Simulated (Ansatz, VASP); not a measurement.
I: VASP beside Ansatz

File POSCAR:

```
I
1.0
   -1.6174560000      1.6174560000      4.2648080000
    1.6174560000     -1.6174560000      4.2648080000
    1.6174560000      1.6174560000     -4.2648080000
I
1
Direct
    0.0000000000      0.0000000000      0.0000000000
```

File INCAR.step1:

```
SYSTEM = I
PREC = Accurate
ENCUT = 520
EDIFF = 1E-5
ISMEAR = -1
SIGMA = 0.05
LREAL = .FALSE.
LASPH = .TRUE.
NELM = 60
ALGO = Normal
ISIF = 2
LWAVE = .TRUE.
LCHARG = .FALSE.
NBANDS = 10
GGA = PE
```

File INCAR.step2:

```
SYSTEM = I
PREC = Accurate
ENCUT = 520
EDIFF = 1E-7
ISMEAR = -1
SIGMA = 0.05
LREAL = .FALSE.
LASPH = .TRUE.
NELM = 60
ALGO = Normal
ISIF = 2
LWAVE = .FALSE.
LCHARG = .FALSE.
GGA = PE
LHFCALC = .TRUE.
AEXX = 0.25
HFSCREEN = 0.4
PRECFOCK = Normal
NBANDS = 10
ISTART = 1
```

File KPOINTS:

```
Automatic mesh
0
G
  6 6 6
  0 0 0
```

input.yaml

```yaml
crystal:
  lattice:
    - [-1.617456, 1.617456, 4.264808]
    - [1.617456, -1.617456, 4.264808]
    - [1.617456, 1.617456, -4.264808]
  atoms:
    - { symbol: I, position: [0.0, 0.0, 0.0] }
hamiltonian:
  xc: { exchange: pbe, correlation: pbe, exx: { coeff: 0.25, omega: 0.4 } }
  pseudopotentials: { kind: paw }
kpoints:
  mp_grid: { grid: [6, 6, 6] }
scf:
  occupations: { method: fermi_dirac, width: 0.05 }
output:
  forces: true
  stress: true
  eigenvalues: true
```

Alike in both runs: task single point; functional PBE-based screened hybrid; k mesh 6 × 6 × 6; occupations fermi-dirac, width 0.05 eV; no spin polarisation.

|  | VASP | Ansatz |
| --- | --- | --- |
| version | VASP 6.6.1 | Ansatz 0.2.0 |
| potentials or method | VASP PAW PBE potentials, release 64 (I) | Ansatz PAW |
| plane-wave cutoff (eV) | 520 | 420 |
| valence electrons in the cell | 7 | 17 |

Ansatz gave:

- gap on the k mesh at the Fermi level (eV): none
- pressure (GPa): -0.5
- traceless stress, the component that is largest in VASP (GPa): 0.52

Problem. Estimate VASP's values.

Solution. gap on the k mesh at the Fermi level (eV): none; pressure (GPa): -0.6; traceless stress, the component that is largest in VASP (GPa): 0.65.

VASP's potentials were made for PBE, not for PBE-based screened hybrid. A gap of «none» marks a metal or a gap that the smearing closes. VASP's potentials hold 7 valence electrons a cell and Ansatz's 17, so a difference there can come from the potentials and not from the codes.

The k mesh is coarse, so the values compare programs but aren't converged. Spin-orbit coupling is off throughout.
